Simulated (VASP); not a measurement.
Set up this calculation in VASP 6.6.1, as the native input.

| Quantity | Value |
| --- | --- |
| Task | single point |
| Functional | HSE06 |
| Potentials or basis | VASP PAW PBE potentials, release 64 (W_sv) |
| Cutoff | 400 eV |
| k mesh | 6 × 6 × 6 |
| Occupations | fermi-dirac, width 0.05 eV |
| Spin | no spin polarisation |
| Dipole correction | no |
| Grid for exact exchange (PRECFOCK) | Normal |
| Further INCAR settings | ALGO = Normal; EDIFF = 1e-06; NBANDS = 13 |
| Screening parameter | 0.2079 1/Å |

The system is W.

```
W
1.0
    -1.58234    1.58234    1.58234
     1.58234   -1.58234    1.58234
     1.58234    1.58234   -1.58234
W
1
Direct
  0.00000 0.00000 0.00000
```

These files were run (other wordings do the same):

POSCAR

```
W
1.0
   -1.5823450000      1.5823450000      1.5823450000
    1.5823450000     -1.5823450000      1.5823450000
    1.5823450000      1.5823450000     -1.5823450000
W
1
Direct
    0.0000000000      0.0000000000      0.0000000000
```

INCAR.step1

```
SYSTEM = W
  PREC = Accurate
  ENCUT = 400
  EDIFF = 1E-5
  ISMEAR = -1
  SIGMA = 0.05
  LREAL = .FALSE.
  LASPH = .TRUE.
  NELM = 120
  ALGO = Normal
  ISIF = 2
  LWAVE = .TRUE.
  LCHARG = .FALSE.
  NBANDS = 13
  GGA = PE
  GGA_COMPAT = .FALSE.
```

INCAR.step2

```
SYSTEM = W
  PREC = Accurate
  ENCUT = 400
  EDIFF = 1E-6
  ISMEAR = -1
  SIGMA = 0.05
  LREAL = .FALSE.
  LASPH = .TRUE.
  NELM = 120
  ALGO = Normal
  ISIF = 2
  LWAVE = .FALSE.
  LCHARG = .FALSE.
  GGA = PE
  LHFCALC = .TRUE.
  HFSCREEN = 0.2079
  PRECFOCK = Normal
  NBANDS = 13
  ISTART = 1
  GGA_COMPAT = .FALSE.
```

KPOINTS

```
regular mesh
0
G
  6 6 6
  0 0 0
```

Potentials or basis: VASP PAW PBE potentials, release 64 (W_sv).

Run with:

```bash
$ cat potpaw_PBE.64/W_sv/POTCAR > POTCAR
$ cp INCAR.step1 INCAR
$ mpirun -np 1 vasp_std > vasp.out
$ cp INCAR.step2 INCAR
$ mpirun -np 1 vasp_std > vasp.out
```

It gave:

```json
{
  "Pressure": "-3.8 GPa",
  "Band gap on the k mesh": "zero (band 7 reaches 17.18 eV, above the bottom of band 8 at 9.74 eV)"
}
```

Caveat: the k points lie up to 0.47 Å⁻¹ apart; the PAW data sets were made with another functional, which shifts forces and pressure a little; spin-orbit coupling is left out, which moves the levels of the heavy elements.

Run time: 4.6 min on 1 thread of Intel(R) Xeon(R) Platinum 8375C CPU @ 2.90GHz (Ice Lake), with other jobs on the host, peak memory 0.22 GiB.
